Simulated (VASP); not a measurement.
Wanted: the native input for a VASP 6.6.1 run.

* Task: single point
* Functional: r2SCAN
* Potentials or basis: VASP PAW PBE potentials, release 64 (W_sv, C)
* Cutoff: 520 eV
* k mesh: 7 × 7 × 7
* Occupations: gaussian, width 0.025 eV
* Spin: no spin polarisation
* Dipole correction: no
* Further INCAR settings: ALGO = Normal; EDIFF = 1e-06; NBANDS = 16

WC:

```xyz
2
Lattice="0.0000 2.3021 2.3021 2.3021 0.0000 2.3021 2.3021 2.3021 0.0000" Properties=species:S:1:pos:R:3 pbc="T T T"
W     0.0082   -0.0255   -0.0585
C     3.4774    3.4421    3.4767
```

These files were run (other wordings do the same):

POSCAR

```
WC
1.0
    0.0000000000      2.3021091000      2.3021091000
    2.3021091000      0.0000000000      2.3021091000
    2.3021091000      2.3021091000      0.0000000000
W C
1 1
Direct
   -0.0200050000     -0.0053940000      0.0089470000
    0.7474570000      0.7627780000      0.7477320000
```

INCAR.step1

```
ALGO = Normal
EDIFF = 1E-4
ENCUT = 520
GGA = PE
ISMEAR = 0
LASPH = True
LCHARG = False
LREAL = False
LWAVE = True
NBANDS = 16
NELM = 60
PREC = Accurate
SIGMA = 0.025
```

INCAR.step2

```
ALGO = Normal
EDIFF = 1E-6
ENCUT = 520
ISIF = 2
ISMEAR = 0
ISTART = 1
LASPH = True
LCHARG = False
LMIXTAU = True
LREAL = False
LWAVE = False
METAGGA = R2SCAN
NBANDS = 16
NELM = 60
PREC = Accurate
SIGMA = 0.025
```

KPOINTS

```
k-points
0
Gamma
  7 7 7
```

Potentials or basis: VASP PAW PBE potentials, release 64 (W_sv, C).

Launch:

```console
$ cat potpaw_PBE.64/W_sv/POTCAR potpaw_PBE.64/C/POTCAR > POTCAR
$ cp INCAR.step1 INCAR
$ mpirun -np 1 vasp_std > vasp.out
$ cp INCAR.step2 INCAR
$ mpirun -np 1 vasp_std > vasp.out
```

Results of the run:

* Pressure: 17.2 GPa
* Largest force: 1.560 eV/Å
* Band gap on the k mesh: zero (band 9 reaches 10.21 eV, above the bottom of band 10 at 9.24 eV)

Caveat: the PAW data sets were made with another functional, which shifts forces and pressure a little; spin-orbit coupling is left out, which moves the levels of the heavy elements.

Wall time 57 s on 1 thread of Intel(R) Xeon(R) 6975P-C (Granite Rapids), on a shared host, peak memory 0.19 GiB.
